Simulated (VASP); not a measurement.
The system is Ir.

```
Ir
1.0
     0.00000    1.89607    1.89607
     1.89607    0.00000    1.89607
     1.89607    1.89607    0.00000
Ir
1
Direct
  0.00000 0.00000 0.00000
```

This cell differs from its parent crystal: volume scaled by 0.960.

Base run:

- Program: VASP 6.6.1
- Functional: r2SCAN
- Potentials or basis: VASP PAW PBE potentials, release 64 (Ir_sv_GW)
- Cutoff: 550 eV
- k mesh: 20 × 20 × 20
- Occupations: gaussian, width 0.05 eV
- Spin: no spin polarisation

Its results: pressure 14.8 GPa.

Task: The run is repeated on the same cell with these changes: potentials or basis from VASP PAW PBE potentials, release 64 (Ir_sv_GW) to VASP PAW PBE potentials, release 64 (Ir); cutoff from 550 eV to 520 eV; further incar settings from ALGO = Normal; EDIFF = 1e-06; NBANDS = 14 to ALGO = Normal; EDIFF = 1e-06; NBANDS = 10; valence electrons from 17 to 9. What comes out?

Result: Pressure 20.1 GPa.

Caveats: the PAW data sets were made with another functional, which shifts forces and pressure a little.
